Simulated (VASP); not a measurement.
# NaHI2 (R-3m) in VASP: single point with r2SCAN

Aim: the single point of NaHI2 with r2SCAN.

All numbers are computed with VASP 6.6.1; they aren't measurements. Logs are shortened: lines on timing, memory, paths and dates and some standing lists are left out, and cuts for length are marked.

## (1) The cell of the first run

Symmetry: R-3m, No. 166, trigonal system. Conventional cell: a = 4.563 Å, b = 4.563 Å, c = 18.369 Å, α = 90.00°, β = 90.00°, γ = 120.00°. Within 4.1 Å of Na (site symmetry -3m) lie 6 I at 2.99 Å and 6 H at 4.04 Å. Within 2.2 Å of H (site symmetry -3m) lie 2 I at 1.65 Å. I (site symmetry 3m) has 1 H at 1.65 Å within 2.2 Å.

## (2) Single point, r2SCAN

POSCAR reads:

```
NaHI2
1.0
    1.5617290000     -4.2873040000      0.0000000000
    0.0000000000      2.4280870000     -3.8632070000
    5.1039790000      4.2873040000      0.0000000000
Na H I
1 1 2
Direct
    0.0000000000      0.0000000000      0.0000000000
    0.5000000000      0.5000000000      0.5000000000
    0.4100000000      0.5900000000      0.2300000000
    0.5900000000      0.4100000000      0.7700000000
```

INCAR.step1 reads:

```
PREC = Accurate ; ENCUT = 520
ISMEAR = -1 ; SIGMA = 0.1
LREAL = F ; LASPH = T
NELM = 60 ; NBANDS = 19
GGA = PE ; ALGO = Normal
EDIFF = 1E-4 ; LWAVE = T
LCHARG = F
```

INCAR.step2 reads:

```
PREC = Accurate ; ENCUT = 520
EDIFF = 1E-6 ; ISMEAR = -1
SIGMA = 0.1 ; LREAL = F
LASPH = T ; NELM = 60
ALGO = Normal ; ISIF = 2
LWAVE = F ; LCHARG = T
METAGGA = R2SCAN ; LMIXTAU = T
LELF = T ; LVHAR = T
NBANDS = 19 ; ISTART = 1
```

KPOINTS reads:

```
Automatic mesh
0
Gamma
  7 7 7
```

Potentials or basis: VASP PAW PBE potentials, release 64 (Na_pv, H, I).

On the command line:

```
$ cat potpaw_PBE.64/Na_pv/POTCAR potpaw_PBE.64/H/POTCAR potpaw_PBE.64/I/POTCAR > POTCAR
$ cp INCAR.step1 INCAR
$ mpirun -np 1 vasp_std > vasp.out
$ cp INCAR.step2 INCAR
$ mpirun -np 1 vasp_std > vasp.out
```

OUTCAR:

```text
PREC = Accurate
   ENCUT = 520
   EDIFF = 1E-6
   ISMEAR = -1
   LREAL = F
   LASPH = T
   NELM = 60
   ISIF = 2
   METAGGA = R2SCAN
   ISTART = 1

 ion  position               nearest neighbor table
   1  0.000  0.000  0.000-   3 2.99   4 2.99   4 2.99   3 2.99   4 2.99   3 2.99
   2  0.500  0.500  0.500-   3 1.65   4 1.65
   3  0.410  0.590  0.230-   2 1.65   1 2.99   1 2.99   1 2.99   4 3.31
   4  0.590  0.410  0.770-   2 1.65   1 2.99   1 2.99   1 2.99   3 3.31

  LATTYP: Found a trigonal (rhomboedric) cell.
 ALAT       =     6.6657076001
 COS(alpha) =     0.7657070046

  Lattice vectors:

 A1 = (   5.1039790000,   1.8592170000,   3.8632070000)
 A2 = (   6.6657080000,   0.0000000000,   0.0000000000)
 A3 = (   5.1039790000,   4.2873040000,   0.0000000000)

Analysis of symmetry for initial positions (statically):
=====================================================================
 Subroutine PRICEL returns:
 Original cell was already a primitive cell.

 Routine SETGRP: Setting up the symmetry group for a
 trigonal (rhombohedral) supercell.

 Subroutine GETGRP returns: Found 12 space group operations
 (whereof 12 operations were pure point group operations)
 out of a pool of 12 trial point group operations.

The static configuration has the point symmetry D_3d.

Analysis of symmetry for dynamics (positions and initial velocities):
=====================================================================
 Subroutine PRICEL returns:
 Original cell was already a primitive cell.

 Routine SETGRP: Setting up the symmetry group for a
 trigonal (rhombohedral) supercell.

 Subroutine GETGRP returns: Found 12 space group operations
 (whereof 12 operations were pure point group operations)
 out of a pool of 12 trial point group operations.

The dynamic configuration has the point symmetry D_3d.

 Subroutine INISYM returns: Found 12 space group operations
 (whereof 12 operations are pure point group operations),
 and found     1 'primitive' translations

----------------------------------------------------------------------------------------

                                     Primitive cell

  volume of cell :     110.4024

  direct lattice vectors                    reciprocal lattice vectors
     1.561729000 -4.287304000  0.000000000     0.150021573 -0.178598709 -0.112252127
     0.000000000  2.428087000 -3.863207000     0.000000000  0.000000000 -0.258852296
     5.103979000  4.287304000  0.000000000     0.150021573  0.054648106  0.034347203

  length of vectors
     4.562890866  4.562891058  6.665701555     0.258852296  0.258852296  0.163317538

  position of ions in fractional coordinates (direct lattice)
     0.000000000  0.000000000  0.000000000
     0.500000000  0.500000000  0.500000000
     0.410000000  0.590000000  0.230000000
     0.590000000  0.410000000  0.770000000

  ion indices of the primitive-cell ions
   primitive index   ion index
                 1           1
                 2           2
                 3           3
                 4           4

----------------------------------------------------------------------------------------

 KPOINTS: Automatic mesh

Automatic generation of k-mesh.
 Grid dimensions read from file:
 generate k-points for:    7    7    7

 Generating k-lattice:

  Cartesian coordinates                     Fractional coordinates (reciprocal lattice)
     0.021431653 -0.025514101 -0.016036018     0.142857143 -0.000000000 -0.000000000
     0.000000000  0.000000000 -0.036978899     0.000000000  0.142857143  0.000000000
     0.021431653  0.007806872  0.004906743    -0.000000000  0.000000000  0.142857143

  Length of vectors
     0.036978899  0.036978899  0.023331077

  Shift w.r.t. Gamma in fractional coordinates (k-lattice)
     0.000000000  0.000000000  0.000000000

 Subroutine IBZKPT returns following result:
 ===========================================

 Found     44 irreducible k-points:

 Following reciprocal coordinates:
            Coordinates               Weight
  0.000000  0.000000  0.000000      1.000000
  0.142857 -0.000000 -0.000000      6.000000
  0.285714 -0.000000  0.000000      6.000000
  0.428571  0.000000  0.000000      6.000000
  0.142857  0.142857 -0.000000      6.000000
  0.285714  0.142857  0.000000     12.000000
[... 16 lines left out ...]
  0.142857  0.285714  0.142857     12.000000
  0.285714  0.285714  0.142857     12.000000
 [... further k-points ...]
   k-points           NKPTS =     44   k-points in BZ     NKDIM =     44   number of bands    NBANDS=     19
   number of dos      NEDOS =    301   number of ions     NIONS =      4
   total plane-waves  NPLWV =  64800
   dimension x,y,z NGX =    36 NGY =   36 NGZ =   50
   dimension x,y,z NGXF=    72 NGYF=   72 NGZF=  100
   ions per type =               1   1   2
   NGX,Y,Z   is equivalent  to a cutoff of  13.12, 13.12, 12.47 a.u.
   NGXF,Y,Z  is equivalent  to a cutoff of  26.23, 26.23, 24.94 a.u.
 SYSTEM =  unknown system
   PREC   = accura    normal or accurate (medium, high low for compatibility)
   ISTART =      1    job   : 0-new  1-cont  2-samecut
   ICHARG =      0    charge: 1-file 2-atom 10-const
   ISPIN  =      1    spin polarized calculation?
   LNONCOLLINEAR =      F non collinear calculations
   LSORBIT =      F    spin-orbit coupling
   LASPH  =      T    aspherical Exc in radial PAW
   ENCUT  =  520.0 eV  38.22 Ry    6.18 a.u.   8.48  8.48 12.39*2*pi/ulx,y,z
   NELM   =     60;   NELMIN=  2; NELMDL=  0     # of ELM steps
   EDIFF  = 0.1E-05   stopping-criterion for ELM
   LREAL  =      F    real-space projection
   EDIFFG = 0.1E-04   stopping-criterion for IOM
   NSW    =      0    number of steps for IOM
   IBRION =     -1    ionic relax: 0-MD 1-quasi-New 2-CG
   NFREE  =      0    steps in history (QN), initial steepest desc. (CG)
   ISIF   =      2    stress and relaxation
   ISYM   =      2    0-nonsym 1-usesym 2-fastsym
   POTIM  = 0.5000    time-step for ionic-motion
   TEBEG  =    0.0;   TEEND  =   0.0 temperature during run
   PSTRESS=    0.0 pullay stress
   NELECT =      22.0000    total number of electrons
   NUPDOWN=      -1.0000    fix difference up-down
   EMIN   =  10.00;   EMAX   =-10.00  energy-range for DOS
   EFERMI =   0.00;   METHOD = LEGACY
   ISMEAR =    -1;   SIGMA  =   0.10  broadening in eV -4-tet -1-fermi 0-gaus
   EFERMI_NEDOS =   21; number of points for ismear=-14 and -15
   IALGO  =     38    algorithm
   IMIX   =      4    mixing-type and parameters
     AMIX     =   0.40;   BMIX     =  1.00
     AMIX_MAG =   1.60;   BMIX_MAG =  1.00
  volume/ion in A,a.u.               =      27.60       186.26
  Fermi-wavevector in a.u.,A,eV,Ry     =   0.956216  1.806987 12.440486  0.914350
  Thomas-Fermi vector in A             =   2.085125
   LORBIT       =      0    0 simple, 1 ext, 2 COOP (PROOUT), +10 PAW based schemes
   METAGGA = R2SCAN    functional components
   LHFCALC =     F    Hartree Fock is set to
   AEXX    =    0.0000 exact exchange contribution
   IVDW    =     0    specifies the selected vdW correction
   LEPSILON=     F    determine dielectric tensor
   LRPA    =     F    only Hartree local field effects (RPA)
 non-spin polarized calculation
  energy-cutoff  :      520.00
  volume of cell :      110.40
 maximum number of plane-waves:      3005
 NGX is ok and might be reduce to    36
   NGX = 17   NGY = 17   NGZ = 25

 number of electron      22.0000011 magnetization

 Free energy of the ion-electron system (eV)
  ---------------------------------------------------
  ext. energy  EPLUGINS =         0.00000000
  ---------------------------------------------------
  free energy    TOTEN  =       -57.67595329 eV

  energy without entropy =      -57.67595328  energy(sigma->0) =      -57.67595329

 E-fermi :   3.7149     XC(G=0):  -8.1975

 val. band max:        2.0179304717   @ k =   0.1429   0.1429  -0.0000
 cond. band min:       5.2037283509   @ k =   0.0000   0.0000   0.4286
 fundamental gap:      3.1857978792
 Fermi energy:         3.7149075956

 k-point     1 :       0.0000    0.0000    0.0000
  band No.  band energies     occupation
      1     -21.8987      2.00000
      2     -21.8984      2.00000
      3     -21.8926      2.00000
      4     -12.1080      2.00000
      5      -9.9223      2.00000
      6      -5.1123      2.00000
[... 11 lines left out ...]
     18       9.7211      0.00000
     19      11.9537      0.00000

 k-point     2 :       0.1429   -0.0000   -0.0000
  band No.  band energies     occupation
      1     -21.9000      2.00000
      2     -21.8989      2.00000
      3     -21.8923      2.00000
      4     -12.0617      2.00000
      5      -9.9335      2.00000
      6      -5.0223      2.00000
[... 11 lines left out ...]
     18      10.2540      0.00000
     19      11.2246      0.00000

 k-point     3 :       0.2857   -0.0000    0.0000
  band No.  band energies     occupation
      1     -21.9034      2.00000
      2     -21.8995      2.00000
      3     -21.8914      2.00000
      4     -11.9527      2.00000
      5      -9.9619      2.00000
      6      -4.8021      2.00000
[... 11 lines left out ...]
     18      10.8145      0.00000
     19      11.2368      0.00000

 k-point     4 :       0.4286    0.0000    0.0000
  band No.  band energies     occupation
      1     -21.9061      2.00000
      2     -21.9000      2.00000
      3     -21.8908      2.00000
      4     -11.8596      2.00000
      5      -9.9884      2.00000
      6      -4.5991      2.00000
[... 11 lines left out ...]
     18      11.7786      0.00000
     19      12.7572      0.00000

 k-point     5 :       0.1429    0.1429   -0.0000
  band No.  band energies     occupation
      1     -21.9022      2.00000
      2     -21.8996      2.00000
      3     -21.8917      2.00000
      4     -11.9948      2.00000
      5      -9.9241      2.00000
      6      -4.9214      2.00000
[... 11 lines left out ...]
     18      10.8347      0.00000
     19      11.2152      0.00000

 k-point     6 :       0.2857    0.1429    0.0000
  band No.  band energies     occupation
      1     -21.9048      2.00000
      2     -21.9006      2.00000
      3     -21.8909      2.00000
      4     -11.8914      2.00000
      5      -9.9572      2.00000
      6      -4.6974      2.00000
[... 11 lines left out ...]
     18      11.2108      0.00000
     19      12.0901      0.00000

 k-point     7 :       0.4286    0.1429    0.0000
  band No.  band energies     occupation
      1     -21.9059      2.00000
      2     -21.9010      2.00000
      3     -21.8906      2.00000
      4     -11.8283      2.00000
      5     -10.0093      2.00000
      6      -4.5094      2.00000
[... 11 lines left out ...]
     18      11.7805      0.00000
     19      12.7286      0.00000

 k-point     8 :      -0.4286    0.1429   -0.0000
  band No.  band energies     occupation
      1     -21.9049      2.00000
      2     -21.9005      2.00000
      3     -21.8909      2.00000
      4     -11.8594      2.00000
      5     -10.0361      2.00000
      6      -4.5359      2.00000
[... 256 lines left out ...]
 k-point    20 :       0.4286    0.0000    0.1429
  band No.  band energies     occupation
      1     -21.9061      2.00000
      2     -21.9000      2.00000
      3     -21.8908      2.00000
      4     -11.8253      2.00000
      5     -10.0708      2.00000
      6      -4.4296      2.00000
[... 11 lines left out ...]
     18      12.0867      0.00000
     19      13.1103      0.00000

 k-point    21 :      -0.4286   -0.0000    0.1429
  band No.  band energies     occupation
      1     -21.9061      2.00000
      2     -21.9000      2.00000
      3     -21.8908      2.00000
      4     -11.8605      2.00000
      5      -9.9874      2.00000
      6      -4.6061      2.00000
[... 11 lines left out ...]
     18      12.4458      0.00000
     19      12.5787      0.00000

 k-point    22 :      -0.2857   -0.0000    0.1429
  band No.  band energies     occupation
      1     -21.9034      2.00000
      2     -21.8995      2.00000
      3     -21.8914      2.00000
      4     -11.9596      2.00000
      5      -9.9446      2.00000
      6      -4.8364      2.00000
[... 11 lines left out ...]
     18      11.1124      0.00000
     19      11.1983      0.00000

 k-point    23 :       0.1429    0.2857    0.1429
  band No.  band energies     occupation
      1     -21.9047      2.00000
      2     -21.9006      2.00000
      3     -21.8909      2.00000
      4     -11.8776      2.00000
      5      -9.9929      2.00000
      6      -4.6277      2.00000
[... 11 lines left out ...]
     18      10.9186      0.00000
     19      11.9257      0.00000

 k-point    24 :       0.2857    0.2857    0.1429
  band No.  band energies     occupation
      1     -21.9046      2.00000
      2     -21.9027      2.00000
      3     -21.8905      2.00000
      4     -11.8083      2.00000
      5     -10.0343      2.00000
      6      -4.4351      2.00000
[... 11 lines left out ...]
     18      11.1419      0.00000
     19      11.8048      0.00000

 [... further k-points ...]

------------------------ aborting loop because EDIFF is reached ----------------------------------------

  FORCE on cell =-STRESS in cart. coord.  units (eV):
  Direction    XX          YY          ZZ          XY          YZ          ZX
  --------------------------------------------------------------------------------------
  -------------------------------------------------------------------------------------
  Total       15.2004155      4.2454505      3.2315353      4.6010435      1.0534090      2.8918446
  in kB      220.5908522     61.6106542     46.8965547     66.7710764     15.2872393     41.9669093
  external PRESSURE =     109.6993537 kB  Pullay stress =       0.0000000 kB

 VOLUME and BASIS-vectors are now :
 -----------------------------------------------------------------------------
  energy-cutoff  :      520.00
  volume of cell :      110.40
      direct lattice vectors                 reciprocal lattice vectors
     1.561729000 -4.287304000  0.000000000     0.150021573 -0.178598709 -0.112252127
     0.000000000  2.428087000 -3.863207000     0.000000000  0.000000000 -0.258852296
     5.103979000  4.287304000  0.000000000     0.150021573  0.054648106  0.034347203

 POSITION                                       TOTAL-FORCE (eV/Angst)
 -----------------------------------------------------------------------------------
      0.00000      0.00000      0.00000         0.000000      0.000000      0.000000
      3.33285      1.21404     -1.93160         0.000000      0.000000      0.000000
      1.81422      0.66086     -2.27929        -3.158336     -1.150478     -0.723098
      4.85148      1.76723     -1.58391         3.158336      1.150478      0.723098
 -----------------------------------------------------------------------------------
    total drift:                               -0.000000      0.000000      0.000000

  FREE ENERGIE OF THE ION-ELECTRON SYSTEM (eV)
  ---------------------------------------------------
  free  energy   TOTEN  =       -57.6759532939 eV

  energy  without entropy=      -57.6759532764  energy(sigma->0) =      -57.67595329
```

Run time: 4.1 min. Hardware: 1 thread of Intel Xeon Platinum 8259CL at 2.50GHz (Skylake/Cascade Lake), shared host; peak memory 0.31 GiB.

Results:

| Property | Result |
| --- | --- |
| Free energy | -57.6760 eV |
| Pressure | 11.0 GPa |
| Largest force | 3.438 eV/Å |
| Band gap on the k mesh | 3.19 eV (least direct gap 3.83 eV) |

Forces on the atoms (eV/Å):
```
Na   0.000  0.000  0.000
H    0.000  0.000  0.000
I   -3.158 -1.150 -0.723
I    3.158  1.150  0.723
```

Stress tensor (GPa, compression positive):
```
22.06  6.68  4.20
 6.68  6.16  1.53
 4.20  1.53  4.69
```

Caveat: the stress differs along the axes, from 5 to 22 GPa; the PAW data sets were made with another functional, which shifts forces and pressure a little; spin-orbit coupling is left out, which moves the levels of the heavy elements. A k mesh can miss the band edges.
